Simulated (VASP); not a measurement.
# Ir3O in VASP: single point with PBE

Aim: the single point of Ir3O with PBE.

Everything below comes from runs of VASP 6.6.1. Logs are shortened: lines on timing, memory, paths and dates and some standing lists are left out, and cuts for length are marked.

### Step 1. The cell of the first run

The cell holds a slab with vacuum, 4 atoms: a = 2.737 Å, b = 2.737 Å, c = 19.188 Å, α = 90.00°, β = 90.00°, γ = 90.00°.

### Step 2. Single point, PBE

Input file INCAR:

```
SYSTEM = Ir3O
PREC = Accurate
ENCUT = 520
EDIFF = 1E-6
ISMEAR = 0
SIGMA = 0.1
LREAL = .False.
LASPH = .True.
NELM = 120
ALGO = Normal
ISIF = 2
LWAVE = .False.
LCHARG = .False.
LDIPOL = .True.
IDIPOL = 3
DIPOL = 0.5 0.5 0.350
GGA = PE
NBANDS = 36
GGA_COMPAT = .False.
NELMDL = -8
```

Input file KPOINTS:

```
regular mesh
0
Gamma
  10 10 1
  0 0 0
```

Input file POSCAR:

```
Ir3O
1.0
    2.7367600872      0.0000000000      0.0000000000
    0.0000000000      2.7367600872      0.0000000000
    0.0000000000      0.0000000000     19.1883373414
Ir O
3 1
Direct
    0.5000000000      0.5000000000      0.2084599582
    0.0000000000      0.0000000000      0.3045662606
    0.5000000000      0.5000000000      0.4006776202
    0.6666666667      0.6666666667      0.4870552733
```

Potentials or basis: VASP PAW PBE potentials, release 64 (Ir_sv_GW, O).

Command:

```
$ cat potpaw_PBE.64/Ir_sv_GW/POTCAR potpaw_PBE.64/O/POTCAR > POTCAR
$ mpirun -np 1 vasp_std > vasp.out
```

OUTCAR:

```text
SYSTEM = Ir3O
   PREC = Accurate
   ENCUT = 520
   EDIFF = 1E-6
   ISMEAR = 0
   LREAL = .False.
   LASPH = .True.
   NELM = 120
   ISIF = 2
   GGA = PE
   NELMDL = -8

 ion  position               nearest neighbor table
   1  0.500  0.500  0.208-   2 2.67   2 2.67   2 2.67   2 2.67
   2  0.000  0.000  0.305-   1 2.67   1 2.67   1 2.67   1 2.67   3 2.67   3 2.67   3 2.67   3 2.67

   3  0.500  0.500  0.401-   4 1.78   2 2.67   2 2.67   2 2.67   2 2.67
   4  0.667  0.667  0.487-   3 1.78

  LATTYP: Found a simple tetragonal cell.
 ALAT       =     2.7367600872
 C/A-ratio  =     7.0113333760

  Lattice vectors:

 A1 = (   2.7367600872,   0.0000000000,   0.0000000000)
 A2 = (   0.0000000000,   2.7367600872,   0.0000000000)
 A3 = (   0.0000000000,   0.0000000000,  19.1883373414)

Analysis of symmetry for initial positions (statically):
=====================================================================
 Subroutine PRICEL returns:
 Original cell was already a primitive cell.

 Routine SETGRP: Setting up the symmetry group for a
 simple tetragonal supercell.

 Subroutine GETGRP returns: Found  2 space group operations
 (whereof  2 operations were pure point group operations)
 out of a pool of 16 trial point group operations.

The static configuration has the point symmetry C_1h.

Analysis of symmetry for dynamics (positions and initial velocities):
=====================================================================
 Subroutine PRICEL returns:
 Original cell was already a primitive cell.

 Routine SETGRP: Setting up the symmetry group for a
 simple tetragonal supercell.

 Subroutine GETGRP returns: Found  2 space group operations
 (whereof  2 operations were pure point group operations)
 out of a pool of 16 trial point group operations.

The dynamic configuration has the point symmetry C_1h.

 Subroutine INISYM returns: Found  2 space group operations
 (whereof  2 operations are pure point group operations),
 and found     1 'primitive' translations

----------------------------------------------------------------------------------------

                                     Primitive cell

  volume of cell :     143.7179

  direct lattice vectors                    reciprocal lattice vectors
     2.736760087  0.000000000  0.000000000     0.365395566  0.000000000  0.000000000
     0.000000000  2.736760087  0.000000000     0.000000000  0.365395566  0.000000000
     0.000000000  0.000000000 19.188337341     0.000000000  0.000000000  0.052114990

  length of vectors
     2.736760087  2.736760087 19.188337341     0.365395566  0.365395566  0.052114990

  position of ions in fractional coordinates (direct lattice)
     0.500000000  0.500000000  0.208459958
     0.000000000  0.000000000  0.304566261
     0.500000000  0.500000000  0.400677620
     0.666666667  0.666666667  0.487055273

  ion indices of the primitive-cell ions
   primitive index   ion index
                 1           1
                 2           2
                 3           3
                 4           4

----------------------------------------------------------------------------------------

 KPOINTS: regular mesh

Automatic generation of k-mesh.
 Grid dimensions read from file:
 generate k-points for:   10   10    1

 Generating k-lattice:

  Cartesian coordinates                     Fractional coordinates (reciprocal lattice)
     0.036539557  0.000000000  0.000000000     0.100000000  0.000000000  0.000000000
     0.000000000  0.036539557  0.000000000     0.000000000  0.100000000  0.000000000
     0.000000000  0.000000000  0.052114990     0.000000000  0.000000000  1.000000000

  Length of vectors
     0.036539557  0.036539557  0.052114990

  Shift w.r.t. Gamma in fractional coordinates (k-lattice)
     0.000000000  0.000000000  0.000000000

 Subroutine IBZKPT returns following result:
 ===========================================

 Found     31 irreducible k-points:

 Following reciprocal coordinates:
            Coordinates               Weight
  0.000000  0.000000  0.000000      1.000000
  0.100000  0.000000  0.000000      4.000000
  0.200000  0.000000  0.000000      4.000000
  0.300000  0.000000  0.000000      4.000000
  0.400000  0.000000  0.000000      4.000000
  0.500000  0.000000  0.000000      2.000000
[... 16 lines left out ...]
  0.300000  0.300000  0.000000      2.000000
 -0.300000  0.300000  0.000000      2.000000
 [... further k-points ...]
   k-points           NKPTS =     31   k-points in BZ     NKDIM =     31   number of bands    NBANDS=     36
   number of dos      NEDOS =    301   number of ions     NIONS =      4
   total plane-waves  NPLWV =  57600
   dimension x,y,z NGX =    20 NGY =   20 NGZ =  144
   dimension x,y,z NGXF=    40 NGYF=   40 NGZF=  288
   ions per type =               3   1
   NGX,Y,Z   is equivalent  to a cutoff of  12.15, 12.15, 12.48 a.u.
   NGXF,Y,Z  is equivalent  to a cutoff of  24.30, 24.30, 24.95 a.u.
 SYSTEM =  Ir3O
   PREC   = accura    normal or accurate (medium, high low for compatibility)
   ISTART =      0    job   : 0-new  1-cont  2-samecut
   ICHARG =      2    charge: 1-file 2-atom 10-const
   ISPIN  =      1    spin polarized calculation?
   LNONCOLLINEAR =      F non collinear calculations
   LSORBIT =      F    spin-orbit coupling
   LASPH  =      T    aspherical Exc in radial PAW
   ENCUT  =  520.0 eV  38.22 Ry    6.18 a.u.   5.09  5.09 35.68*2*pi/ulx,y,z
   NELM   =    120;   NELMIN=  2; NELMDL= -8     # of ELM steps
   EDIFF  = 0.1E-05   stopping-criterion for ELM
   LREAL  =      F    real-space projection
   EDIFFG = 0.1E-04   stopping-criterion for IOM
   NSW    =      0    number of steps for IOM
   IBRION =     -1    ionic relax: 0-MD 1-quasi-New 2-CG
   NFREE  =      0    steps in history (QN), initial steepest desc. (CG)
   ISIF   =      2    stress and relaxation
   ISYM   =      2    0-nonsym 1-usesym 2-fastsym
   POTIM  = 0.5000    time-step for ionic-motion
   TEBEG  =    0.0;   TEEND  =   0.0 temperature during run
   PSTRESS=    0.0 pullay stress
   NELECT =      57.0000    total number of electrons
   NUPDOWN=      -1.0000    fix difference up-down
   EMIN   =  10.00;   EMAX   =-10.00  energy-range for DOS
   EFERMI =   0.00;   METHOD = LEGACY
   ISMEAR =     0;   SIGMA  =   0.10  broadening in eV -4-tet -1-fermi 0-gaus
   EFERMI_NEDOS =   21; number of points for ismear=-14 and -15
   IALGO  =     38    algorithm
   IMIX   =      4    mixing-type and parameters
     AMIX     =   0.40;   BMIX     =  1.00
     AMIX_MAG =   1.60;   BMIX_MAG =  1.00
  volume/ion in A,a.u.               =      35.93       242.46
  Fermi-wavevector in a.u.,A,eV,Ry     =   1.202808  2.272977 19.684178  1.446746
  Thomas-Fermi vector in A             =   2.338579
   LORBIT       =      0    0 simple, 1 ext, 2 COOP (PROOUT), +10 PAW based schemes
   GGA     = PE    functional components
   LHFCALC =     F    Hartree Fock is set to
   AEXX    =    0.0000 exact exchange contribution
   IVDW    =     0    specifies the selected vdW correction
   LEPSILON=     F    determine dielectric tensor
   LRPA    =     F    only Hartree local field effects (RPA)
 non-spin polarized calculation
 Gauss-broadening in eV      SIGMA  =   0.10
  energy-cutoff  :      520.00
  volume of cell :      143.72
 maximum number of plane-waves:      3910
   NGX = 11   NGY = 11   NGZ = 71

 dipolmoment           0.000000      0.000000     -1.581103 electrons x Angstroem

 number of electron      57.0000001 magnetization

 dipolmoment           0.000000      0.000000      0.090092 electrons x Angstroem

 Free energy of the ion-electron system (eV)
  ---------------------------------------------------
  ext. energy  EPLUGINS =         0.00000000
  ---------------------------------------------------
  free energy    TOTEN  =       -31.02771225 eV

  energy without entropy =      -31.00155706  energy(sigma->0) =      -31.01463466

 E-fermi :  -0.3152     XC(G=0):  -5.9018

 val. band max:       -0.3192446734   @ k =   0.3000   0.1000   0.0000
 cond. band min:      -0.3068702896   @ k =   0.5000   0.3000   0.0000
 fundamental gap:      0.0123743838
 Fermi energy:        -0.3152381047

 k-point     1 :       0.0000    0.0000    0.0000
  band No.  band energies     occupation
      1     -93.7604      2.00000
      2     -93.4044      2.00000
      3     -92.3364      2.00000
      4     -51.1224      2.00000
      5     -50.2880      2.00000
      6     -50.2200      2.00000
[... 28 lines left out ...]
     35       5.1283      0.00000
     36       6.0905      0.00000

 k-point     2 :       0.1000    0.0000    0.0000
  band No.  band energies     occupation
      1     -93.7584      2.00000
      2     -93.4028      2.00000
      3     -92.3346      2.00000
      4     -51.1194      2.00000
      5     -50.3213      2.00000
      6     -50.2301      2.00000
[... 28 lines left out ...]
     35       5.3429      0.00000
     36       6.3736      0.00000

 k-point     3 :       0.2000    0.0000    0.0000
  band No.  band energies     occupation
      1     -93.7532      2.00000
      2     -93.3982      2.00000
      3     -92.3299      2.00000
      4     -51.1132      2.00000
      5     -50.4126      2.00000
      6     -50.2266      2.00000
[... 28 lines left out ...]
     35       5.9517      0.00000
     36       7.0994      0.00000
[... 742 lines left out ...]
 k-point    23 :       0.3000    0.3000    0.0000
  band No.  band energies     occupation
      1     -93.7342      2.00000
      2     -93.3805      2.00000
      3     -92.3119      2.00000
      4     -51.0848      2.00000
      5     -50.4740      2.00000
      6     -50.4652      2.00000
[... 28 lines left out ...]
     35       8.1706      0.00000
     36       8.7305      0.00000

 k-point    24 :      -0.3000    0.3000    0.0000
  band No.  band energies     occupation
      1     -93.7342      2.00000
      2     -93.3805      2.00000
      3     -92.3119      2.00000
      4     -51.0837      2.00000
      5     -50.4915      2.00000
      6     -50.4423      2.00000
[... 28 lines left out ...]
     35       8.0292      0.00000
     36       8.8854      0.00000

 [... further k-points ...]

------------------------ aborting loop because EDIFF is reached ----------------------------------------

 vacuum level on the upper side and lower side of the slab       (xc-potential included)         0.899        -1.209

  FORCE on cell =-STRESS in cart. coord.  units (eV):
  Direction    XX          YY          ZZ          XY          YZ          ZX
  --------------------------------------------------------------------------------------
  -------------------------------------------------------------------------------------
  Total       -0.0862588     -0.0862588      1.9554208     -0.1621356     -0.0558799     -0.0558796
  in kB       -0.9616195     -0.9616195     21.7991727     -1.8074990     -0.6229535     -0.6229501
  external PRESSURE =       6.6253112 kB  Pullay stress =       0.0000000 kB

 VOLUME and BASIS-vectors are now :
 -----------------------------------------------------------------------------
  energy-cutoff  :      520.00
  volume of cell :      143.72
      direct lattice vectors                 reciprocal lattice vectors
     2.736760087  0.000000000  0.000000000     0.365395566  0.000000000  0.000000000
     0.000000000  2.736760087  0.000000000     0.000000000  0.365395566  0.000000000
     0.000000000  0.000000000 19.188337341     0.000000000  0.000000000  0.052114990

 POSITION                                       TOTAL-FORCE (eV/Angst)
 -----------------------------------------------------------------------------------
      1.36838      1.36838      4.00000        -0.236140     -0.236140     -0.338626
      0.00000      0.00000      5.84412        -0.113464     -0.113464     -0.634709
      1.36838      1.36838      7.68834         1.032980      1.032980      0.788283
      1.82451      1.82451      9.34578        -0.683376     -0.683376      0.185052
 -----------------------------------------------------------------------------------
    total drift:                                0.000013      0.000013      0.000596

  FREE ENERGIE OF THE ION-ELECTRON SYSTEM (eV)
  ---------------------------------------------------
  free  energy   TOTEN  =       -31.0277122547 eV

  energy  without entropy=      -31.0015570628  energy(sigma->0) =      -31.01463466

 vacuum level on the upper side and lower side of the slab         7.129         4.984
```

Wall time 5.1 min (1 thread of Intel Xeon Platinum 8375C at 2.90GHz (Ice Lake), shared host); peak memory 0.32 GiB.

Results:

```yaml
Free_energy: -31.0277 eV
Largest_force: 1.660 eV/Å
Band_gap_on_the_k_mesh: zero (an odd number of electrons rules out a gap without spin polarisation)
```

Forces on the atoms (eV/Å):
```
Ir  -0.236 -0.236 -0.339
Ir  -0.113 -0.113 -0.635
Ir   1.033  1.033  0.788
O   -0.683 -0.683  0.185
```

Levels at points of the mesh, in eV from the Fermi level:
```tsv
k point	band 27	band 28	band 29	band 30	band 31	band 32
(0.00, 0.00, 0.00)	-0.79	-0.34	-0.27	0.09	0.86	0.96
(0.50, 0.00, 0.00)	-0.59	-0.10	0.46	0.80	1.09	1.73
(0.50, 0.50, 0.00)	0.55	1.17	1.18	2.18	2.22	4.23
```

Caveat: spin-orbit coupling is left out, which moves the levels of the heavy elements.
